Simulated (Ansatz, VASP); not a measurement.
**Na in VASP and in Ansatz**

```xyz
1
Lattice="-2.0843 2.0843 2.0843 2.0843 -2.0843 2.0843 2.0843 2.0843 -2.0843" Properties=species:S:1:pos:R:3 pbc="T T T"
Na    0.0000    0.0000    0.0000
```

Alike in both runs: functional PBEsol; k mesh 14 × 14 × 14; occupations gaussian, width 0.1 eV; no spin polarisation.

Ansatz relaxed the structure, and its values are those at the end. VASP's run is a single point on that final structure, the one shown.

|  | VASP | Ansatz |
| --- | --- | --- |
| version | VASP 6.6.1 | Ansatz 0.2.0 |
| potentials or method | VASP PAW PBE potentials, release 64 (Na_pv), cutoff 520 eV | scalar-relativistic, plane waves, PAW |
| valence electrons in the cell | 7 | 9 |

VASP gave:

| Item | Value |
| --- | --- |
| gap on the k mesh at the Fermi level (eV) | none |
| pressure (GPa) | 0.1 |

Question: Which values does Ansatz return?

Answer: gap on the k mesh at the Fermi level (eV): none; pressure (GPa): 0.0.

VASP's potentials were made for PBE, not for PBEsol. A gap of «none» marks a metal or a gap that the smearing closes. With one functional, cell and mesh, what is left measures potentials, basis and numerics. VASP's potentials hold 7 valence electrons a cell and Ansatz's 9, so a difference there can come from the potentials and not from the codes.
